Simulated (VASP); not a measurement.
# Li4NbO4 (Cm) in VASP: further runs

Li4NbO4 is run at these levels: PBEsol; tasks: single point.

All numbers are computed with VASP 6.6.1; they aren't measurements. Logs are shortened: lines on timing, memory, paths and dates and some standing lists are left out, and cuts for length are marked.

## (1) The cell of the first run

The structure is monoclinic, space group Cm (No. 8). The conventional cell has a = 10.782 Å, b = 3.260 Å, c = 7.624 Å, α = 90.00°, β = 135.00°, γ = 90.00°. Within 2.5 Å of Li (site symmetry m) lie 4 O at 1.82 to 2.44 Å and 5 Li at 2.34 to 2.48 Å. Within 2.6 Å of Li (site symmetry m) lie 4 O at 1.92 to 2.04 Å and 4 Li at 2.44 to 2.51 Å. Li (site symmetry m) has 4 O at 1.92 to 2.04 Å and 4 Li at 2.48 to 2.51 Å within 2.6 Å. Within 2.5 Å of Li (site symmetry m) lie 4 O at 1.92 to 2.04 Å and 1 Li at 2.34 Å. Nb (site symmetry m) has 4 O at 1.94 Å within 2.6 Å. O (site symmetry m) has 5 Li at 1.92 to 2.44 Å and 1 Nb at 1.94 Å within 2.5 Å. Within 2.6 Å of O (site symmetry m) lie 1 Nb at 1.94 Å and 4 Li at 1.94 to 2.28 Å. Within 2.5 Å of O (site symmetry m) lie 3 Li at 1.92 to 1.94 Å and 1 Nb at 1.94 Å.

## (2) Single point, PBEsol (atom 1 (Li) moved by -0.810 Å along [1 0 0] and -0.810 Å along [0 1 0])

Contents of INCAR:

```
SYSTEM = Li4NbO4
ALGO     = Normal         ! electronic algorithm
EDIFF    = 1E-6           ! SCF threshold, eV
ENCUT    = 520            ! plane-wave cutoff, eV
GGA      = PS             ! functional
ISIF     = 2              ! what is computed and relaxed
ISMEAR   = 0              ! smearing method
LASPH    = .TRUE.         ! aspherical terms in the spheres
LCHARG   = .FALSE.        ! write CHGCAR
LREAL    = .FALSE.        ! projectors in reciprocal space
LWAVE    = .FALSE.        ! write WAVECAR
NBANDS   = 34             ! bands
NELM     = 80             ! most SCF steps
PREC     = Accurate       ! precision mode
SIGMA    = 0.05           ! smearing width, eV
```

Contents of KPOINTS:

```
k-points
0
G
  10 10 10
  0 0 0
```

Contents of POSCAR:

```
Li4NbO4
1.0
   -3.8119495391      3.8119495391      1.6301049253
    3.8119495391     -3.8119495391      1.6301049253
    3.8119495391      3.8119495391     -1.6301049253
Li Nb O
4 1 4
Direct
    0.4403998329      0.0510831738      0.4914830067
    0.8426719780      0.3341549847      0.1768269627
    0.1573280220      0.6658450153      0.8231730373
    0.6658450153      0.8426719780      0.5085169933
    0.0000000000      0.0000000000      0.0000000000
    0.7589255465      0.0797104317      0.8386359782
    0.9202895683      0.7589255465      0.6792151148
    0.0797104317      0.2410744535      0.3207848852
    0.2410744535      0.9202895683      0.1613640218
```

Potentials or basis: VASP PAW PBE potentials, release 64 (Li_sv, Nb_sv, O).

Launch:

```
$ cat potpaw_PBE.64/Li_sv/POTCAR potpaw_PBE.64/Nb_sv/POTCAR potpaw_PBE.64/O/POTCAR > POTCAR
$ mpirun -np 1 vasp_std > vasp.out
```

OUTCAR:

```text
SYSTEM = Li4NbO4
   EDIFF = 1E-6
   ENCUT = 520
   GGA = PS
   ISIF = 2
   ISMEAR = 0
   LASPH = .TRUE.
   LREAL = .FALSE.
   NELM = 80
   PREC = Accurate

 ion  position               nearest neighbor table
   1  0.440  0.051  0.491-   9 1.82   7 2.28   7 2.28   4 2.34   2 2.44   2 2.44   3 2.48   3 2.48

   2  0.843  0.334  0.177-   9 1.92   9 1.92   8 1.94   6 2.04   1 2.44   1 2.44   3 2.51   3 2.51
                             5 2.82
   3  0.157  0.666  0.823-   6 1.92   6 1.92   7 1.94   9 2.04   1 2.48   1 2.48   2 2.51   2 2.51
                             5 2.82
   4  0.666  0.843  0.509-   8 1.92   8 1.92   6 1.94   7 2.04   1 2.34   5 2.82
   5  0.000  0.000  0.000-   7 1.94   8 1.94   6 1.94   9 1.94   3 2.82   4 2.82   2 2.82
   6  0.759  0.080  0.839-   3 1.92   3 1.92   5 1.94   4 1.94   2 2.04
   7  0.920  0.759  0.679-   5 1.94   3 1.94   4 2.04   1 2.28   1 2.28
   8  0.080  0.241  0.321-   4 1.92   4 1.92   5 1.94   2 1.94
   9  0.241  0.920  0.161-   1 1.82   2 1.92   2 1.92   5 1.94   3 2.04

  LATTYP: Found a body centered tetragonal cell.
 ALAT       =     7.6238990782
 C/A-ratio  =     0.4276302476

  Lattice vectors:

 A1 = (  -3.8119495391,   3.8119495391,   1.6301049253)
 A2 = (   3.8119495391,  -3.8119495391,   1.6301049253)
 A3 = (   3.8119495391,   3.8119495391,  -1.6301049253)

Analysis of symmetry for initial positions (statically):
=====================================================================
 Subroutine PRICEL returns:
 Original cell was already a primitive cell.

 Routine SETGRP: Setting up the symmetry group for a
 body centered tetragonal supercell.

 Subroutine GETGRP returns: Found  2 space group operations
 (whereof  2 operations were pure point group operations)
 out of a pool of 16 trial point group operations.

The static configuration has the point symmetry C_1h.

Analysis of symmetry for dynamics (positions and initial velocities):
=====================================================================
 Subroutine PRICEL returns:
 Original cell was already a primitive cell.

 Routine SETGRP: Setting up the symmetry group for a
 body centered tetragonal supercell.

 Subroutine GETGRP returns: Found  2 space group operations
 (whereof  2 operations were pure point group operations)
 out of a pool of 16 trial point group operations.

The dynamic configuration has the point symmetry C_1h.

 Subroutine INISYM returns: Found  2 space group operations
 (whereof  2 operations are pure point group operations),
 and found     1 'primitive' translations

----------------------------------------------------------------------------------------

                                     Primitive cell

  volume of cell :      94.7480

  direct lattice vectors                    reciprocal lattice vectors
    -3.811949539  3.811949539  1.630104925     0.000000000  0.131166479  0.306728722
     3.811949539 -3.811949539  1.630104925     0.131166479  0.000000000  0.306728722
     3.811949539  3.811949539 -1.630104925     0.131166479  0.131166479  0.000000000

  length of vectors
     5.631976620  5.631976620  5.631976620     0.333597293  0.333597293  0.185497414

  position of ions in fractional coordinates (direct lattice)
     0.440399833  0.051083174  0.491483007
     0.842671978  0.334154985  0.176826963
     0.157328022  0.665845015  0.823173037
     0.665845015  0.842671978  0.508516993
     0.000000000  0.000000000  0.000000000
     0.758925547  0.079710432  0.838635978
     0.920289568  0.758925547  0.679215115
     0.079710432  0.241074453  0.320784885
     0.241074453  0.920289568  0.161364022

  ion indices of the primitive-cell ions
   primitive index   ion index
                 1           1
                 2           2
                 3           3
                 4           4
                 5           5
                 6           6
                 7           7
                 8           8
                 9           9

----------------------------------------------------------------------------------------

 KPOINTS: k-points

Automatic generation of k-mesh.
 Grid dimensions read from file:
 generate k-points for:   10   10   10

 Generating k-lattice:

  Cartesian coordinates                     Fractional coordinates (reciprocal lattice)
     0.000000000  0.013116648  0.030672872     0.100000000  0.000000000  0.000000000
     0.013116648  0.000000000  0.030672872     0.000000000  0.100000000  0.000000000
     0.013116648  0.013116648  0.000000000     0.000000000  0.000000000  0.100000000

  Length of vectors
     0.033359729  0.033359729  0.018549741

  Shift w.r.t. Gamma in fractional coordinates (k-lattice)
     0.000000000  0.000000000  0.000000000

 Subroutine IBZKPT returns following result:
 ===========================================

 Found    282 irreducible k-points:

 Following reciprocal coordinates:
            Coordinates               Weight
  0.000000  0.000000  0.000000      1.000000
  0.100000  0.000000 -0.000000      4.000000
  0.100000  0.000000 -0.100000      4.000000
  0.200000  0.000000 -0.000000      4.000000
  0.200000  0.000000 -0.200000      4.000000
  0.300000 -0.000000  0.000000      4.000000
[... 16 lines left out ...]
  0.500000  0.000000 -0.400000      4.000000
 -0.100000 -0.400000  0.000000      4.000000
 [... further k-points ...]
   k-points           NKPTS =    282   k-points in BZ     NKDIM =    282   number of bands    NBANDS=     34
   number of dos      NEDOS =    301   number of ions     NIONS =      9
   total plane-waves  NPLWV =  74088
   dimension x,y,z NGX =    42 NGY =   42 NGZ =   42
   dimension x,y,z NGXF=    84 NGYF=   84 NGZF=   84
   ions per type =               4   1   4
   NGX,Y,Z   is equivalent  to a cutoff of  12.40, 12.40, 12.40 a.u.
   NGXF,Y,Z  is equivalent  to a cutoff of  24.80, 24.80, 24.80 a.u.
 SYSTEM =  Li4NbO4
   PREC   = accura    normal or accurate (medium, high low for compatibility)
   ISTART =      0    job   : 0-new  1-cont  2-samecut
   ICHARG =      2    charge: 1-file 2-atom 10-const
   ISPIN  =      1    spin polarized calculation?
   LNONCOLLINEAR =      F non collinear calculations
   LSORBIT =      F    spin-orbit coupling
   LASPH  =      T    aspherical Exc in radial PAW
   ENCUT  =  520.0 eV  38.22 Ry    6.18 a.u.  10.47 10.47 10.47*2*pi/ulx,y,z
   NELM   =     80;   NELMIN=  2; NELMDL= -5     # of ELM steps
   EDIFF  = 0.1E-05   stopping-criterion for ELM
   LREAL  =      F    real-space projection
   EDIFFG = 0.1E-04   stopping-criterion for IOM
   NSW    =      0    number of steps for IOM
   IBRION =     -1    ionic relax: 0-MD 1-quasi-New 2-CG
   NFREE  =      0    steps in history (QN), initial steepest desc. (CG)
   ISIF   =      2    stress and relaxation
   ISYM   =      2    0-nonsym 1-usesym 2-fastsym
   POTIM  = 0.5000    time-step for ionic-motion
   TEBEG  =    0.0;   TEEND  =   0.0 temperature during run
   PSTRESS=    0.0 pullay stress
   NELECT =      49.0000    total number of electrons
   NUPDOWN=      -1.0000    fix difference up-down
   EMIN   =  10.00;   EMAX   =-10.00  energy-range for DOS
   EFERMI =   0.00;   METHOD = LEGACY
   ISMEAR =     0;   SIGMA  =   0.05  broadening in eV -4-tet -1-fermi 0-gaus
   EFERMI_NEDOS =   21; number of points for ismear=-14 and -15
   IALGO  =     38    algorithm
   IMIX   =      4    mixing-type and parameters
     AMIX     =   0.40;   BMIX     =  1.00
     AMIX_MAG =   1.60;   BMIX_MAG =  1.00
  volume/ion in A,a.u.               =      10.53        71.04
  Fermi-wavevector in a.u.,A,eV,Ry     =   1.314065  2.483223 23.494096  1.726767
  Thomas-Fermi vector in A             =   2.444344
   LORBIT       =      0    0 simple, 1 ext, 2 COOP (PROOUT), +10 PAW based schemes
   GGA     = PS    functional components
   LHFCALC =     F    Hartree Fock is set to
   AEXX    =    0.0000 exact exchange contribution
   IVDW    =     0    specifies the selected vdW correction
   LEPSILON=     F    determine dielectric tensor
   LRPA    =     F    only Hartree local field effects (RPA)
 non-spin polarized calculation
 Gauss-broadening in eV      SIGMA  =   0.05
  energy-cutoff  :      520.00
  volume of cell :       94.75
 maximum number of plane-waves:      2570
 NGX is ok and might be reduce to    42
   NGX = 21   NGY = 21   NGZ = 21

 number of electron      48.9999999 magnetization

 Free energy of the ion-electron system (eV)
  ---------------------------------------------------
  ext. energy  EPLUGINS =         0.00000000
  ---------------------------------------------------
  free energy    TOTEN  =       -58.00095258 eV

  energy without entropy =      -58.00095258  energy(sigma->0) =      -58.00095258

 E-fermi :   3.5614     XC(G=0): -10.0707

 val. band max:        3.3552360723   @ k =  -0.1000  -0.1000   0.1000
 cond. band min:       4.6198530094   @ k =  -0.3000  -0.4000   0.3000
 fundamental gap:      1.2646169372
 Fermi energy:         3.5613779017

 k-point     1 :       0.0000    0.0000    0.0000
  band No.  band energies     occupation
      1     -51.7577      2.00000
      2     -41.3218      2.00000
      3     -40.0826      2.00000
      4     -40.0241      2.00000
      5     -39.6666      2.00000
      6     -28.1331      2.00000
[... 26 lines left out ...]
     33      11.7119      0.00000
     34      13.6635      0.00000

 k-point     2 :       0.1000    0.0000   -0.0000
  band No.  band energies     occupation
      1     -51.7558      2.00000
      2     -41.3213      2.00000
      3     -40.0808      2.00000
      4     -40.0249      2.00000
      5     -39.6661      2.00000
      6     -28.1305      2.00000
[... 26 lines left out ...]
     33      11.5594      0.00000
     34      13.1335      0.00000
[... 775 lines left out ...]
     33      11.8105      0.00000
     34      12.7819      0.00000

 k-point    24 :      -0.1000   -0.4000    0.0000
  band No.  band energies     occupation
      1     -51.7374      2.00000
      2     -41.3165      2.00000
      3     -40.0513      2.00000
      4     -40.0447      2.00000
      5     -39.6611      2.00000
      6     -28.1059      2.00000
[... 26 lines left out ...]
     33      11.7678      0.00000
     34      12.7340      0.00000

 [... further k-points ...]

------------------------ aborting loop because EDIFF is reached ----------------------------------------

  FORCE on cell =-STRESS in cart. coord.  units (eV):
  Direction    XX          YY          ZZ          XY          YZ          ZX
  --------------------------------------------------------------------------------------
  -------------------------------------------------------------------------------------
  Total       -2.5268002      0.1171737      0.2377791      0.3885906      0.0000000      0.0000000
  in kB      -42.7279097      1.9813943      4.0208179      6.5710231      0.0000000      0.0000000
  external PRESSURE =     -12.2418991 kB  Pullay stress =       0.0000000 kB

 VOLUME and BASIS-vectors are now :
 -----------------------------------------------------------------------------
  energy-cutoff  :      520.00
  volume of cell :       94.75
      direct lattice vectors                 reciprocal lattice vectors
    -3.811949539  3.811949539  1.630104925     0.000000000  0.131166479  0.306728722
     3.811949539 -3.811949539  1.630104925     0.131166479  0.000000000  0.306728722
     3.811949539  3.811949539 -1.630104925     0.131166479  0.131166479  0.000000000

 POSITION                                       TOTAL-FORCE (eV/Angst)
 -----------------------------------------------------------------------------------
      0.38945      3.35756      0.00000         1.863874     -0.626196      0.000000
     -1.26439      2.61250      1.63010        -0.591366     -0.477803      0.000000
      5.07634      1.19945      0.00000         0.520169      0.475682     -0.000000
      2.61250      1.26439      1.63010        -1.182003      1.102528     -0.000000
      0.00000      0.00000      0.00000        -0.380453      0.556112     -0.000000
      0.60770      5.78597      0.00000         0.032741     -1.182523     -0.000000
      1.97402      3.20425      1.63010        -0.347768      0.810832      0.000000
      1.83793      0.60770      0.00000         0.636694     -1.027158     -0.000000
      3.20425     -1.97402      1.63010        -0.551889      0.368525      0.000000
 -----------------------------------------------------------------------------------
    total drift:                               -0.000861     -0.001036      0.000005

  FREE ENERGIE OF THE ION-ELECTRON SYSTEM (eV)
  ---------------------------------------------------
  free  energy   TOTEN  =       -58.0009525799 eV

  energy  without entropy=      -58.0009525799  energy(sigma->0) =      -58.00095258
```

Wall time 29 min (1 thread of Oxide Virtual Turin-like, shared host); peak memory 0.77 GiB.

Results:

```yaml
Free_energy: -58.0010 eV
Largest_force: 1.966 eV/Å
Band_gap_on_the_k_mesh: zero (an odd number of electrons rules out a gap without spin polarisation)
```

Forces in eV/Å, atoms in the order of the input:
```
Li   1.864 -0.626  0.000
Li  -0.591 -0.478  0.000
Li   0.520  0.476  0.000
Li  -1.182  1.103  0.000
Nb  -0.380  0.556  0.000
O    0.033 -1.183  0.000
O   -0.348  0.811  0.000
O    0.637 -1.027  0.000
O   -0.552  0.369  0.000
```

Levels at points of the mesh, in eV from the Fermi level:
| k point | band 23 | band 24 | band 25 | band 26 | band 27 | band 28 |
| --- | --- | --- | --- | --- | --- | --- |
| (0.00, 0.00, 0.00) | -1.65 | -1.63 | -1.41 | 2.88 | 3.18 | 3.30 |
| (0.50, 0.00, 0.00) | -1.86 | -1.72 | 1.70 | 2.05 | 3.43 | 4.22 |
| (0.50, 0.00, 0.50) | -1.86 | -1.72 | 1.84 | 2.05 | 3.54 | 4.36 |
| (0.50, 0.50, 0.00) | -1.80 | -1.58 | -1.48 | 2.87 | 3.16 | 3.27 |
| (0.00, 0.00, 0.50) | -1.85 | -1.81 | -1.76 | 2.85 | 3.18 | 3.33 |
| (0.50, 0.50, 0.50) | -1.93 | -1.77 | -1.40 | 2.55 | 2.90 | 3.19 |

Caveat: the cell differs from its parent crystal (atom 1 (Li) moved by -0.810 Å along [1 0 0] and -0.810 Å along [0 1 0]); the cutoff is under 1.25 times the usual one of these potentials, so pressure, stress and relaxed cells hold a basis-set (Pulay) error; the PAW data sets were made with another functional, which shifts forces and pressure a little; an odd number of electrons without spin polarisation forces a metal; a magnetic or distorted state may lie lower.

[end of part 1 of 2]

The gap in the log of VASP goes by the Fermi energy; the results here count the filled bands.